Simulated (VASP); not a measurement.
Input of a VASP 6.6.1 run:

The input INCAR:

```
SYSTEM = Ag
  PREC = Accurate
  ENCUT = 520
  EDIFF = 1E-6
  ISMEAR = 0
  SIGMA = 0.15
  LREAL = .False.
  LASPH = .True.
  NELM = 60
  ALGO = Fast
  ISIF = 2
  LWAVE = .False.
  LCHARG = .False.
  GGA = CA
  NBANDS = 18
```

KPOINTS

```
Automatic mesh
0
Gamma
  21 21 12
  0 0 0
```

The input POSCAR:

```
Ag
1.0
    3.0125763338      0.0000000000      0.0000000000
   -1.5062881669      2.6089676359      0.0000000000
    0.0000000000      0.0000000000      4.5310000292
Ag
2
Direct
    0.3333333333      0.6666666667      0.2500000000
    0.6666666667      0.3333333333      0.7500000000
```

Potentials or basis: VASP PAW LDA potentials, release 64 (Ag).

Launch:

```console
$ cat potpaw_LDA.64/Ag/POTCAR > POTCAR
$ mpirun -np 1 vasp_std > vasp.out
```

(1) Predict the pressure.

(2) What does it give for the band gap on the k mesh?

Answers

(1) -9.7 GPa.

(2) zero (band 11 reaches 11.15 eV, above the bottom of band 12 at 4.27 eV).
